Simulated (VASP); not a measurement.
# Li (P6_3/mmc) in VASP: settings compared

Li is run at these levels: PBEsol, LDA, r2SCAN; tasks: electric field gradients.

Everything below comes from runs of VASP 6.6.1. Logs are shortened: lines on timing, memory, paths and dates and some standing lists are left out, and cuts for length are marked.

## 1. The cell of the first run

The structure is hexagonal, space group P6_3/mmc (No. 194). The conventional cell has a = 3.054 Å, b = 3.054 Å, c = 4.995 Å, α = 90.00°, β = 90.00°, γ = 120.00°. Within 4.0 Å of Li (site symmetry -6m2) lie 12 Li at 3.05 to 3.06 Å.

## 2. Electric field gradients, PBEsol

INCAR

```
SYSTEM = Li
ALGO = Normal
EDIFF = 1E-8
ENCUT = 520
GGA = PS
ISIF = 2
ISMEAR = -1
LASPH = .TRUE.
LCHARG = .FALSE.
LEFG = .TRUE.
LREAL = .FALSE.
LWAVE = .FALSE.
NBANDS = 10
NELM = 80
PREC = Accurate
SIGMA = 0.05
```

KPOINTS

```
k-points
0
G
  16 16 9
  0 0 0
```

POSCAR

```
Li
1.0
    3.0544211454      0.0000000000      0.0000000000
   -1.5272105727      2.6452063058      0.0000000000
    0.0000000000      0.0000000000      4.9952014092
Li
2
Direct
    0.3333333333      0.6666666667      0.2500000000
    0.6666666667      0.3333333333      0.7500000000
```

Potentials or basis: VASP PAW PBE potentials, release 64 (Li_sv).

Launch:

```sh
> cat potpaw_PBE.64/Li_sv/POTCAR > POTCAR
> mpirun -np 1 vasp_std > vasp.out
```

OUTCAR:

```text
SYSTEM = Li
   EDIFF = 1E-8
   ENCUT = 520
   GGA = PS
   ISIF = 2
   ISMEAR = -1
   LASPH = .TRUE.
   LREAL = .FALSE.
   NELM = 80
   PREC = Accurate

 ion  position               nearest neighbor table
   1  0.333  0.667  0.250-
   2  0.667  0.333  0.750-

  LATTYP: Found a hexagonal cell.
 ALAT       =     3.0544211454
 C/A-ratio  =     1.6354003497

  Lattice vectors:

 A1 = (   3.0544211454,   0.0000000000,   0.0000000000)
 A2 = (  -1.5272105727,   2.6452063058,   0.0000000000)
 A3 = (   0.0000000000,   0.0000000000,   4.9952014092)

Analysis of symmetry for initial positions (statically):
=====================================================================
 Subroutine PRICEL returns:
 Original cell was already a primitive cell.

 Routine SETGRP: Setting up the symmetry group for a
 hexagonal supercell.

 Subroutine GETGRP returns: Found 24 space group operations
 (whereof 12 operations were pure point group operations)
 out of a pool of 24 trial point group operations.

The static configuration has the point symmetry D_3d.
 The point group associated with its full space group is D_6h.

Analysis of symmetry for dynamics (positions and initial velocities):
=====================================================================
 Subroutine PRICEL returns:
 Original cell was already a primitive cell.

 Routine SETGRP: Setting up the symmetry group for a
 hexagonal supercell.

 Subroutine GETGRP returns: Found 24 space group operations
 (whereof 12 operations were pure point group operations)
 out of a pool of 24 trial point group operations.

The dynamic configuration has the point symmetry D_3d.
 The point group associated with its full space group is D_6h.

 Subroutine INISYM returns: Found 24 space group operations
 (whereof 12 operations are pure point group operations),
 and found     1 'primitive' translations

----------------------------------------------------------------------------------------

                                     Primitive cell

  volume of cell :      40.3591

  direct lattice vectors                    reciprocal lattice vectors
     3.054421145  0.000000000  0.000000000     0.327394276  0.189021173  0.000000000
    -1.527210573  2.645206306  0.000000000     0.000000000  0.378042347  0.000000000
     0.000000000  0.000000000  4.995201409     0.000000000  0.000000000  0.200192128

  length of vectors
     3.054421145  3.054421145  4.995201409     0.378042347  0.378042347  0.200192128

  position of ions in fractional coordinates (direct lattice)
     0.333333333  0.666666667  0.250000000
     0.666666667  0.333333333  0.750000000

  ion indices of the primitive-cell ions
   primitive index   ion index
                 1           1
                 2           2

----------------------------------------------------------------------------------------

 KPOINTS: k-points

Automatic generation of k-mesh.
 Grid dimensions read from file:
 generate k-points for:   16   16    9

 Generating k-lattice:

  Cartesian coordinates                     Fractional coordinates (reciprocal lattice)
     0.020462142  0.011813823  0.000000000     0.062500000  0.000000000  0.000000000
     0.000000000  0.023627647  0.000000000     0.000000000  0.062500000  0.000000000
     0.000000000  0.000000000  0.022243570     0.000000000  0.000000000  0.111111111

  Length of vectors
     0.023627647  0.023627647  0.022243570

  Shift w.r.t. Gamma in fractional coordinates (k-lattice)
     0.000000000  0.000000000  0.000000000

 Subroutine IBZKPT returns following result:
 ===========================================

 Found    150 irreducible k-points:

 Following reciprocal coordinates:
            Coordinates               Weight
  0.000000  0.000000  0.000000      1.000000
  0.062500 -0.000000  0.000000      6.000000
  0.125000 -0.000000  0.000000      6.000000
  0.187500 -0.000000  0.000000      6.000000
  0.250000 -0.000000  0.000000      6.000000
  0.312500 -0.000000  0.000000      6.000000
[... 16 lines left out ...]
  0.187500  0.187500  0.000000      6.000000
  0.250000  0.187500  0.000000     12.000000
 [... further k-points ...]
   k-points           NKPTS =    150   k-points in BZ     NKDIM =    150   number of bands    NBANDS=     10
   number of dos      NEDOS =    301   number of ions     NIONS =      2
   total plane-waves  NPLWV =  23040
   dimension x,y,z NGX =    24 NGY =   24 NGZ =   40
   dimension x,y,z NGXF=    48 NGYF=   48 NGZF=   80
   ions per type =               2
   NGX,Y,Z   is equivalent  to a cutoff of  13.06, 13.06, 13.31 a.u.
   NGXF,Y,Z  is equivalent  to a cutoff of  26.13, 26.13, 26.62 a.u.
 SYSTEM =  Li
   PREC   = accura    normal or accurate (medium, high low for compatibility)
   ISTART =      0    job   : 0-new  1-cont  2-samecut
   ICHARG =      2    charge: 1-file 2-atom 10-const
   ISPIN  =      1    spin polarized calculation?
   LNONCOLLINEAR =      F non collinear calculations
   LSORBIT =      F    spin-orbit coupling
   LASPH  =      T    aspherical Exc in radial PAW
   ENCUT  =  520.0 eV  38.22 Ry    6.18 a.u.   5.68  5.68  9.29*2*pi/ulx,y,z
   NELM   =     80;   NELMIN=  2; NELMDL= -5     # of ELM steps
   EDIFF  = 0.1E-07   stopping-criterion for ELM
   LREAL  =      F    real-space projection
   EDIFFG = 0.1E-06   stopping-criterion for IOM
   NSW    =      0    number of steps for IOM
   IBRION =     -1    ionic relax: 0-MD 1-quasi-New 2-CG
   NFREE  =      0    steps in history (QN), initial steepest desc. (CG)
   ISIF   =      2    stress and relaxation
   ISYM   =      2    0-nonsym 1-usesym 2-fastsym
   POTIM  = 0.5000    time-step for ionic-motion
   TEBEG  =    0.0;   TEEND  =   0.0 temperature during run
   PSTRESS=    0.0 pullay stress
   NELECT =       6.0000    total number of electrons
   NUPDOWN=      -1.0000    fix difference up-down
   EMIN   =  10.00;   EMAX   =-10.00  energy-range for DOS
   EFERMI =   0.00;   METHOD = LEGACY
   ISMEAR =    -1;   SIGMA  =   0.05  broadening in eV -4-tet -1-fermi 0-gaus
   EFERMI_NEDOS =   21; number of points for ismear=-14 and -15
   IALGO  =     38    algorithm
   IMIX   =      4    mixing-type and parameters
     AMIX     =   0.40;   BMIX     =  1.00
     AMIX_MAG =   1.60;   BMIX_MAG =  1.00
  volume/ion in A,a.u.               =      20.18       136.18
  Fermi-wavevector in a.u.,A,eV,Ry     =   0.867251  1.638867 10.233270  0.752124
  Thomas-Fermi vector in A             =   1.985758
   LORBIT       =      0    0 simple, 1 ext, 2 COOP (PROOUT), +10 PAW based schemes
   GGA     = PS    functional components
   LHFCALC =     F    Hartree Fock is set to
   AEXX    =    0.0000 exact exchange contribution
   IVDW    =     0    specifies the selected vdW correction
   LEPSILON=     F    determine dielectric tensor
   LRPA    =     F    only Hartree local field effects (RPA)
 non-spin polarized calculation
  energy-cutoff  :      520.00
  volume of cell :       40.36
 maximum number of plane-waves:      1106
 NGX is ok and might be reduce to    24
   NGX = 11   NGY = 11   NGZ = 19

 number of electron       6.0000001 magnetization

 Free energy of the ion-electron system (eV)
  ---------------------------------------------------
  ext. energy  EPLUGINS =         0.00000000
  ---------------------------------------------------
  free energy    TOTEN  =        -3.94075536 eV

  energy without entropy =       -3.93377634  energy(sigma->0) =       -3.93726585

 E-fermi :   0.6351     XC(G=0):  -7.0285

 val. band max:        0.6350556761   @ k =   0.4375   0.0625   0.2222
 cond. band min:       0.6398025900   @ k =   0.3750  -0.0000   0.4444
 fundamental gap:      0.0047469138
 Fermi energy:         0.6351004801

 k-point     1 :       0.0000    0.0000    0.0000
  band No.  band energies     occupation
      1     -45.2655      2.00000
      2     -45.2462      2.00000
      3      -2.9217      2.00000
      4       0.6118      1.22913
      5       3.5746      0.00000
      6      13.1646      0.00000
      7      13.1646      0.00000
      8      14.5635      0.00000
      9      14.5635      0.00000
     10      15.1544      0.00000
[... 287 lines left out ...]
 k-point    24 :       0.2500    0.1875    0.0000
  band No.  band energies     occupation
      1     -45.2487      2.00000
      2     -45.2399      2.00000
      3      -0.6102      2.00000
      4       3.6325      0.00000
      5       3.8336      0.00000
      6       5.5515      0.00000
      7       7.6280      0.00000
      8       9.9828      0.00000
      9      11.6710      0.00000
     10      12.0709      0.00000

 [... further k-points ...]

------------------------ aborting loop because EDIFF is reached ----------------------------------------

  FORCE on cell =-STRESS in cart. coord.  units (eV):
  Direction    XX          YY          ZZ          XY          YZ          ZX
  --------------------------------------------------------------------------------------
  -------------------------------------------------------------------------------------
  Total       -0.0228936     -0.0228936     -0.0134006     -0.0000000     -0.0000000      0.0000000
  in kB       -0.9088295     -0.9088295     -0.5319767     -0.0000000     -0.0000000      0.0000000
  external PRESSURE =      -0.7832119 kB  Pullay stress =       0.0000000 kB

 VOLUME and BASIS-vectors are now :
 -----------------------------------------------------------------------------
  energy-cutoff  :      520.00
  volume of cell :       40.36
      direct lattice vectors                 reciprocal lattice vectors
     3.054421145  0.000000000  0.000000000     0.327394276  0.189021173  0.000000000
    -1.527210573  2.645206306  0.000000000     0.000000000  0.378042347  0.000000000
     0.000000000  0.000000000  4.995201409     0.000000000  0.000000000  0.200192128

 POSITION                                       TOTAL-FORCE (eV/Angst)
 -----------------------------------------------------------------------------------
     -0.00000      1.76347      1.24880         0.000000      0.000000      0.000000
      1.52721      0.88174      3.74640        -0.000000      0.000000      0.000000
 -----------------------------------------------------------------------------------
    total drift:                                0.000000     -0.000000      0.000000

  FREE ENERGIE OF THE ION-ELECTRON SYSTEM (eV)
  ---------------------------------------------------
  free  energy   TOTEN  =        -3.9407553561 eV

  energy  without entropy=       -3.9337763380  energy(sigma->0) =       -3.93726585

 Electric field gradients (V/A^2)
---------------------------------------------------------------------
 ion       V_xx      V_yy      V_zz      V_xy      V_xz      V_yz
---------------------------------------------------------------------
   1      -0.000     0.002    -0.002     0.002    -0.000     0.000
   2      -0.000     0.002    -0.002     0.002     0.000    -0.000
---------------------------------------------------------------------

 Electric field gradients after diagonalization (V/A^2)
 (convention: |V_zz| > |V_xx| > |V_yy|)
----------------------------------------------------------------------
 ion       V_xx      V_yy      V_zz     asymmetry (V_yy - V_xx)/ V_zz
----------------------------------------------------------------------
   1      -0.002    -0.001     0.003       0.235
   2      -0.002    -0.001     0.003       0.235
----------------------------------------------------------------------

           NMR quadrupolar parameters

 Cq : quadrupolar parameter    Cq=e*Q*V_zz/h
 eta: asymmetry parameters     (V_yy - V_xx)/ V_zz
 Q  : nuclear electric quadrupole moment in mb (millibarn)
----------------------------------------------------------------------
 ion       Cq(MHz)       eta       Q (mb)
----------------------------------------------------------------------
   1       0.000       0.235       1.000
   2       0.000       0.235       1.000
----------------------------------------------------------------------
```

Wall time 22 s (1 thread of Intel Xeon 6975P-C, shared host); peak memory 0.18 GiB.

What came out:

| Item | Value |
| --- | --- |
| Free energy | -3.9408 eV |
| Band gap on the k mesh | zero (band 3 reaches 2.43 eV, above the bottom of band 4 at -1.55 eV) |

Caveat: the cutoff is under 1.25 times the usual one of these potentials, so pressure, stress and relaxed cells hold a basis-set (Pulay) error; without QUAD_EFG the Cq values of the log hold for a quadrupole moment of 1 mb, not for the nuclei; the PAW data sets were made with another functional, which shifts forces and pressure a little.

## 3. Electric field gradients, LDA (functional lda, volume scaled by 1.04)

INCAR

```
SYSTEM = Li
PREC = Accurate
ENCUT = 520
EDIFF = 1E-8
ISMEAR = -1
SIGMA = 0.05
LREAL = .FALSE.
LASPH = .TRUE.
NELM = 80
ALGO = Normal
ISIF = 2
LWAVE = .FALSE.
LCHARG = .FALSE.
GGA = CA
LEFG = .TRUE.
NBANDS = 10
```

KPOINTS

```
regular mesh
0
G
  16 16 9
  0 0 0
```

POSCAR

```
Li
1.0
    3.0946155067      0.0000000000      0.0000000000
   -1.5473077534      2.6800156438      0.0000000000
    0.0000000000      0.0000000000      5.0609352817
Li
2
Direct
    0.3333333333      0.6666666667      0.2500000000
    0.6666666667      0.3333333333      0.7500000000
```

Potentials or basis: VASP PAW LDA potentials, release 64 (Li_sv).

Launch:

```sh
> cat potpaw_LDA.64/Li_sv/POTCAR > POTCAR
> mpirun -np 1 vasp_std > vasp.out
```

OUTCAR:

```text
SYSTEM = Li
   PREC = Accurate
   ENCUT = 520
   EDIFF = 1E-8
   ISMEAR = -1
   LREAL = .FALSE.
   LASPH = .TRUE.
   NELM = 80
   ISIF = 2
   GGA = CA

 ion  position               nearest neighbor table
   1  0.333  0.667  0.250-
   2  0.667  0.333  0.750-

  LATTYP: Found a hexagonal cell.
 ALAT       =     3.0946155067
 C/A-ratio  =     1.6354003497

  Lattice vectors:

 A1 = (   3.0946155067,   0.0000000000,   0.0000000000)
 A2 = (  -1.5473077534,   2.6800156438,   0.0000000000)
 A3 = (   0.0000000000,   0.0000000000,   5.0609352817)

Analysis of symmetry for initial positions (statically):
=====================================================================
 Subroutine PRICEL returns:
 Original cell was already a primitive cell.

 Routine SETGRP: Setting up the symmetry group for a
 hexagonal supercell.

 Subroutine GETGRP returns: Found 24 space group operations
 (whereof 12 operations were pure point group operations)
 out of a pool of 24 trial point group operations.

The static configuration has the point symmetry D_3d.
 The point group associated with its full space group is D_6h.

Analysis of symmetry for dynamics (positions and initial velocities):
=====================================================================
 Subroutine PRICEL returns:
 Original cell was already a primitive cell.

 Routine SETGRP: Setting up the symmetry group for a
 hexagonal supercell.

 Subroutine GETGRP returns: Found 24 space group operations
 (whereof 12 operations were pure point group operations)
 out of a pool of 24 trial point group operations.

The dynamic configuration has the point symmetry D_3d.
[... 160 lines left out ...]
      4       0.4873      1.18985
      5       3.3417      0.00000
      6      12.4821      0.00000
      7      12.4821      0.00000
      8      13.8618      0.00000
      9      13.8618      0.00000
     10      14.3577      0.00000
[... 287 lines left out ...]
 k-point    24 :       0.2500    0.1875    0.0000
  band No.  band energies     occupation
      1     -45.1724      2.00000
      2     -45.1645      2.00000
      3      -0.7030      2.00000
      4       3.4168      0.00000
      5       3.5946      0.00000
      6       5.2712      0.00000
      7       7.2329      0.00000
      8       9.5421      0.00000
      9      11.0774      0.00000
     10      11.7774      0.00000

 [... further k-points ...]
[... 5 lines left out ...]
  --------------------------------------------------------------------------------------
  -------------------------------------------------------------------------------------
  Total       -0.3643168     -0.3643168     -0.3589358      0.0000000      0.0000000      0.0000000
  in kB      -13.9064070    -13.9064070    -13.7010077      0.0000000      0.0000000      0.0000000
  external PRESSURE =     -13.8379405 kB  Pullay stress =       0.0000000 kB

 VOLUME and BASIS-vectors are now :
 -----------------------------------------------------------------------------
  energy-cutoff  :      520.00
  volume of cell :       41.97
      direct lattice vectors                 reciprocal lattice vectors
     3.094615507  0.000000000  0.000000000     0.323141921  0.186566075  0.000000000
    -1.547307753  2.680015644  0.000000000     0.000000000  0.373132150  0.000000000
     0.000000000  0.000000000  5.060935282     0.000000000  0.000000000  0.197591936

 POSITION                                       TOTAL-FORCE (eV/Angst)
 -----------------------------------------------------------------------------------
     -0.00000      1.78668      1.26523        -0.000000      0.000000      0.000000
      1.54731      0.89334      3.79570         0.000000      0.000000      0.000000
 -----------------------------------------------------------------------------------
    total drift:                               -0.000000      0.000000      0.000000

  FREE ENERGIE OF THE ION-ELECTRON SYSTEM (eV)
  ---------------------------------------------------
  free  energy   TOTEN  =        -4.0821199724 eV

  energy  without entropy=       -4.0749078597  energy(sigma->0) =       -4.07851392

 Electric field gradients (V/A^2)
---------------------------------------------------------------------
 ion       V_xx      V_yy      V_zz      V_xy      V_xz      V_yz
---------------------------------------------------------------------
   1       0.001     0.001    -0.003    -0.000     0.000    -0.000
   2       0.001     0.001    -0.003    -0.000    -0.000     0.000
---------------------------------------------------------------------

 Electric field gradients after diagonalization (V/A^2)
 (convention: |V_zz| > |V_xx| > |V_yy|)
----------------------------------------------------------------------
 ion       V_xx      V_yy      V_zz     asymmetry (V_yy - V_xx)/ V_zz
----------------------------------------------------------------------
   1       0.001     0.001    -0.003       0.079
   2       0.001     0.001    -0.003       0.079
----------------------------------------------------------------------

           NMR quadrupolar parameters

 Cq : quadrupolar parameter    Cq=e*Q*V_zz/h
 eta: asymmetry parameters     (V_yy - V_xx)/ V_zz
 Q  : nuclear electric quadrupole moment in mb (millibarn)
----------------------------------------------------------------------
 ion       Cq(MHz)       eta       Q (mb)
----------------------------------------------------------------------
   1      -0.000       0.079       1.000
   2      -0.000       0.079       1.000
----------------------------------------------------------------------
```

OSZICAR:

```text
N       E                     dE             d eps       ncg     rms          rms(c)
DAV:   1     0.164957034855E+02    0.16496E+02   -0.31919E+03  3008   0.560E+02
DAV:   2    -0.151133862758E+01   -0.18007E+02   -0.17494E+02  3882   0.106E+02
DAV:   3    -0.401715972380E+01   -0.25058E+01   -0.24867E+01  4710   0.313E+01
DAV:   4    -0.408458393849E+01   -0.67424E-01   -0.67292E-01  4022   0.519E+00
DAV:   5    -0.408539765115E+01   -0.81371E-03   -0.81369E-03  3946   0.536E-01    0.343E-01
DAV:   6    -0.408321347359E+01    0.21842E-02   -0.76818E-04  5524   0.139E-01    0.192E-01
DAV:   7    -0.408211191403E+01    0.11016E-02   -0.15960E-03  5806   0.194E-01    0.378E-02
DAV:   8    -0.408211903597E+01   -0.71219E-05   -0.54329E-05  3434   0.723E-02    0.336E-03
DAV:   9    -0.408211981543E+01   -0.77947E-06   -0.16114E-06  5204   0.113E-02    0.786E-04
DAV:  10    -0.408211997528E+01   -0.15984E-06   -0.83854E-08  4374   0.209E-03    0.463E-04
DAV:  11    -0.408211997244E+01    0.28392E-08   -0.58847E-09  2424   0.598E-04
   1 F= -.40821200E+01 E0= -.40785139E+01  d E =-.721211E-02
```

stdout:

```text
POSCAR found type information on POSCAR Li
 POSCAR found :  1 types and       2 ions
 scaLAPACK will be used
 LDA part: xc-table for (Slater(with rela. corr.)+CA(PZ))
 , standard interpolation
 POSCAR, INCAR and KPOINTS ok, starting setup
 FFT: planning ... GRIDC
 FFT: planning ... GRID_SOFT
 FFT: planning ... GRID
 WAVECAR not read
 entering main loop
ion   1

ion   2
```

It took 22 s on 1 thread of Intel Xeon 6975P-C, shared host; peak memory 0.16 GiB.

Results:

| Item | Value |
| --- | --- |
| Free energy | -4.0821 eV |
| Band gap on the k mesh | zero (band 3 reaches 2.24 eV, above the bottom of band 4 at -1.62 eV) |

Caveat: the cutoff is under 1.25 times the usual one of these potentials, so pressure, stress and relaxed cells hold a basis-set (Pulay) error; without QUAD_EFG the Cq values of the log hold for a quadrupole moment of 1 mb, not for the nuclei.

[end of part 1 of 2]
